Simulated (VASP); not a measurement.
# AlNi3 (Fm-3m) in VASP: further runs, part 2 of 2

VASP 6.6.1. The steps go on from the part before.

## Step 5: Single point, r2SCAN (11.33 Å³/atom)

This run uses another cell than the first one, of 11.33 Å³/atom.

Contents of POSCAR:

```
AlNi3
1.0
    0.0000000000      2.8296320322      2.8296320322
    2.8296320322      0.0000000000      2.8296320322
    2.8296320322      2.8296320322      0.0000000000
Al Ni
1 3
Direct
    0.5000000000      0.5000000000      0.5000000000
    0.2500000000      0.2500000000      0.2500000000
    0.0000000000      0.0000000000      0.0000000000
    0.7500000000      0.7500000000      0.7500000000
```

Contents of INCAR.step1:

```
  PREC = Accurate
  ENCUT = 520
  ISMEAR = 0
  SIGMA = 0.1
  LREAL = F
  LASPH = T
  NELM = 80
  NBANDS = 24
  GGA = PE
  ALGO = Normal
  EDIFF = 1E-4
  LWAVE = T
  LCHARG = F
```

Contents of INCAR.step2:

```
  PREC = Accurate
  ENCUT = 520
  EDIFF = 1E-6
  ISMEAR = 0
  SIGMA = 0.1
  LREAL = F
  LASPH = T
  NELM = 80
  ALGO = Normal
  ISIF = 2
  LWAVE = F
  LCHARG = T
  METAGGA = R2SCAN
  LMIXTAU = T
  LELF = T
  LVHAR = T
  NBANDS = 24
  ISTART = 1
```

Contents of KPOINTS:

```
Automatic mesh
0
Gamma
  14 14 14
```

Potentials or basis: VASP PAW PBE potentials, release 64 (Al, Ni).

Launch:

```bash
$ cat potpaw_PBE.64/Al/POTCAR potpaw_PBE.64/Ni/POTCAR > POTCAR
$ cp INCAR.step1 INCAR
$ mpirun -np 1 vasp_std > vasp.out
$ cp INCAR.step2 INCAR
$ mpirun -np 1 vasp_std > vasp.out
```

OUTCAR:

```text
PREC = Accurate
   ENCUT = 520
   EDIFF = 1E-6
   ISMEAR = 0
   LREAL = F
   LASPH = T
   NELM = 80
   ISIF = 2
   METAGGA = R2SCAN
   ISTART = 1

 ion  position               nearest neighbor table
   1  0.500  0.500  0.500-   2 2.45   2 2.45   2 2.45   2 2.45   4 2.45   4 2.45   4 2.45   4 2.45
                             3 2.83   3 2.83   3 2.83   3 2.83   3 2.83   3 2.83
   2  0.250  0.250  0.250-   3 2.45   3 2.45   3 2.45   1 2.45   3 2.45   1 2.45   1 2.45   1 2.45
                             4 2.83   4 2.83   4 2.83   4 2.83   4 2.83   4 2.83
   3  0.000  0.000  0.000-   4 2.45   4 2.45   4 2.45   2 2.45   4 2.45   2 2.45   2 2.45   2 2.45
                             1 2.83   1 2.83   1 2.83   1 2.83   1 2.83   1 2.83
   4  0.750  0.750  0.750-   1 2.45   1 2.45   1 2.45   1 2.45   3 2.45   3 2.45   3 2.45   3 2.45
                             2 2.83   2 2.83   2 2.83   2 2.83   2 2.83   2 2.83

  LATTYP: Found a face centered cubic cell.
 ALAT       =     5.6592640644

  Lattice vectors:

 A1 = (   0.0000000000,   2.8296320322,   2.8296320322)
 A2 = (   2.8296320322,   0.0000000000,   2.8296320322)
 A3 = (   2.8296320322,   2.8296320322,   0.0000000000)

Analysis of symmetry for initial positions (statically):
[... 178 lines left out ...]
 E-fermi :   9.3625     XC(G=0): -13.7007

 val. band max:        9.3589760829   @ k =  -0.3571   0.5000   0.1429
 cond. band min:       9.3641365237   @ k =  -0.4286   0.4286   0.0000
 fundamental gap:      0.0051604409
 Fermi energy:         9.3625471689

 k-point     1 :       0.0000    0.0000    0.0000
  band No.  band energies     occupation
      1      -1.0852      2.00000
      2       5.7755      2.00000
      3       5.7755      2.00000
      4       5.8661      2.00000
      5       5.8661      2.00000
      6       5.8661      2.00000
[... 637 lines left out ...]
     23      17.3407      0.00000
     24      19.4589      0.00000

 [... further k-points ...]

------------------------ aborting loop because EDIFF is reached ----------------------------------------

  FORCE on cell =-STRESS in cart. coord.  units (eV):
  Direction    XX          YY          ZZ          XY          YZ          ZX
  --------------------------------------------------------------------------------------
  -------------------------------------------------------------------------------------
  Total       -1.5331428     -1.5331428     -1.5331428      0.0000000      0.0000000      0.0000000
  in kB      -54.2092371    -54.2092371    -54.2092371      0.0000000      0.0000000      0.0000000
  external PRESSURE =     -54.2092371 kB  Pullay stress =       0.0000000 kB

 VOLUME and BASIS-vectors are now :
 -----------------------------------------------------------------------------
  energy-cutoff  :      520.00
  volume of cell :       45.31
      direct lattice vectors                 reciprocal lattice vectors
     0.000000000  2.829632032  2.829632032    -0.176701421  0.176701421  0.176701421
     2.829632032  0.000000000  2.829632032     0.176701421 -0.176701421  0.176701421
     2.829632032  2.829632032  0.000000000     0.176701421  0.176701421 -0.176701421

 POSITION                                       TOTAL-FORCE (eV/Angst)
 -----------------------------------------------------------------------------------
      2.82963      2.82963      2.82963        -0.000000      0.000000      0.000000
      1.41482      1.41482      1.41482         0.000000     -0.000000      0.000000
      0.00000      0.00000      0.00000        -0.000000      0.000000      0.000000
      4.24445      4.24445      4.24445        -0.000000     -0.000000     -0.000000
 -----------------------------------------------------------------------------------
    total drift:                                0.000000     -0.000000      0.000000

  FREE ENERGIE OF THE ION-ELECTRON SYSTEM (eV)
  ---------------------------------------------------
  free  energy   TOTEN  =       -44.0237226723 eV

  energy  without entropy=      -44.0106787974  energy(sigma->0) =      -44.01720073
```

OSZICAR.step1:

```text
N       E                     dE             d eps       ncg     rms          rms(c)
DAV:   1     0.185332366573E+03    0.18533E+03   -0.14236E+04  5088   0.174E+03
DAV:   2    -0.165471068215E+02   -0.20188E+03   -0.19029E+03  5000   0.318E+02
DAV:   3    -0.250249515908E+02   -0.84778E+01   -0.80989E+01  6024   0.899E+01
DAV:   4    -0.251538951773E+02   -0.12894E+00   -0.12886E+00  6176   0.955E+00
DAV:   5    -0.251579198431E+02   -0.40247E-02   -0.40246E-02  6376   0.154E+00    0.177E+01
DAV:   6    -0.251368168904E+02    0.21103E-01   -0.35297E+01  5832   0.102E+02    0.170E+01
DAV:   7    -0.218649692733E+02    0.32718E+01   -0.10891E+01  5896   0.659E+01    0.628E+00
DAV:   8    -0.219251621062E+02   -0.60193E-01   -0.14178E+00  5584   0.363E+01    0.538E+00
DAV:   9    -0.217104661200E+02    0.21470E+00   -0.20305E-01  6584   0.158E+01    0.123E+00
DAV:  10    -0.216958523873E+02    0.14614E-01   -0.59184E-02  8016   0.488E+00    0.493E-01
DAV:  11    -0.216950053071E+02    0.84708E-03   -0.78470E-03  6376   0.209E+00    0.111E-01
DAV:  12    -0.216950419680E+02   -0.36661E-04   -0.72681E-04  5840   0.594E-01
   1 F= -.21695042E+02 E0= -.21688100E+02  d E =-.138830E-01
```

Run time: 11 min. Hardware: 1 thread of Intel Xeon 8259CL, shared host; peak memory 0.24 GiB.

What came out:

```yaml
Free_energy: -44.0237 eV
Pressure: -5.4 GPa
Band_gap_on_the_k_mesh: zero (an odd number of electrons rules out a gap without spin polarisation)
```

Caveat: the cell stands under tension; the PAW data sets were made with another functional, which shifts forces and pressure a little. Spin polarisation is off, so any magnetic state and its effect on volume and gap are missing.

## Step 6: Single point, r2SCAN (11.66 Å³/atom)

This run uses another cell than the first one, of 11.66 Å³/atom.

Contents of POSCAR:

```
AlNi3
1.0
    0.0000000000      2.8568417017      2.8568417017
    2.8568417017      0.0000000000      2.8568417017
    2.8568417017      2.8568417017      0.0000000000
Al Ni
1 3
Direct
    0.5000000000      0.5000000000      0.5000000000
    0.2500000000      0.2500000000      0.2500000000
    0.0000000000      0.0000000000      0.0000000000
    0.7500000000      0.7500000000      0.7500000000
```

Contents of INCAR.step1:

```
SYSTEM = AlNi3
PREC     = Accurate       ! precision mode
ENCUT    = 520            ! plane-wave cutoff, eV
ISMEAR   = 0              ! smearing method
SIGMA    = 0.1            ! smearing width, eV
LREAL    = .False.        ! projectors in reciprocal space
LASPH    = .True.         ! aspherical terms in the spheres
NELM     = 100            ! most SCF steps
NBANDS   = 24             ! bands
GGA      = PE             ! functional
ALGO     = Normal         ! electronic algorithm
EDIFF    = 1E-4           ! SCF threshold, eV
LWAVE    = .True.         ! write WAVECAR
LCHARG   = .False.        ! write CHGCAR
```

Contents of INCAR.step2:

```
SYSTEM = AlNi3
PREC     = Accurate       ! precision mode
ENCUT    = 520            ! plane-wave cutoff, eV
EDIFF    = 1E-6           ! SCF threshold, eV
ISMEAR   = 0              ! smearing method
SIGMA    = 0.1            ! smearing width, eV
LREAL    = .False.        ! projectors in reciprocal space
LASPH    = .True.         ! aspherical terms in the spheres
NELM     = 100            ! most SCF steps
ALGO     = Normal         ! electronic algorithm
ISIF     = 2              ! what is computed and relaxed
LWAVE    = .False.        ! write WAVECAR
LCHARG   = .False.        ! write CHGCAR
METAGGA  = R2SCAN         ! meta-GGA
LMIXTAU  = .True.       
NBANDS   = 24             ! bands
ISTART   = 1
```

Contents of KPOINTS:

```
regular mesh
0
Gamma
  14 14 14
  0 0 0
```

Potentials or basis: VASP PAW PBE potentials, release 64 (Al, Ni).

Launch:

```bash
$ cat potpaw_PBE.64/Al/POTCAR potpaw_PBE.64/Ni/POTCAR > POTCAR
$ cp INCAR.step1 INCAR
$ mpirun -np 1 vasp_std > vasp.out
$ cp INCAR.step2 INCAR
$ mpirun -np 1 vasp_std > vasp.out
```

It took 12 min on 1 thread of Intel Xeon 8259CL, shared host; peak memory 0.24 GiB.

Results (log left out):

| Item | Value |
| --- | --- |
| Free energy | -43.9592 eV |
| Pressure | -10.1 GPa |
| Band gap on the k mesh | zero (an odd number of electrons rules out a gap without spin polarisation) |

Levels at points of the mesh, in eV from the Fermi level:
```tsv
k point	band 13	band 14	band 15	band 16	band 17	band 18	band 19	band 20
(0.00, 0.00, 0.00)	-0.55	-0.55	-0.53	-0.53	5.48	5.48	5.48	5.86
(0.50, 0.00, 0.00)	-0.64	-0.64	-0.47	-0.47	-0.14	4.37	4.37	4.71
(0.50, 0.50, 0.00)	-1.02	-0.68	-0.56	-0.42	-0.33	-0.33	-0.04	4.23
```

Caveat: the cell stands under tension; the PAW data sets were made with another functional, which shifts forces and pressure a little. Spin polarisation is off, so any magnetic state and its effect on volume and gap are missing.

## Step 7: Overview

| cell | gap on the mesh (eV) | pressure (GPa) |
| --- | --- | --- |
| a = 3.882 Å, angles 60.0°, 4 atoms | none | 14.5 |
| a = 3.922 Å, angles 60.0°, 4 atoms | none | 6.7 |
| a = 3.962 Å, angles 60.0°, 4 atoms | none | 0.1 |
| a = 4.002 Å, angles 60.0°, 4 atoms | none | -5.4 |
| a = 4.040 Å, angles 60.0°, 4 atoms | none | -10.1 |

Alike in all rows: task single point; level r2SCAN; potentials or basis VASP PAW PBE potentials, release 64 (Al, Ni); no spin polarisation; k mesh 14 × 14 × 14; cutoff (eV) 520; smearing gaussian 0.1 eV.

Caveats: the PAW data sets were made with another functional, which shifts forces and pressure a little; the cell stands under pressure (at least some runs); the cell stands under tension (at least some runs).

Absolute energies hang on the potentials; compare differences alone.
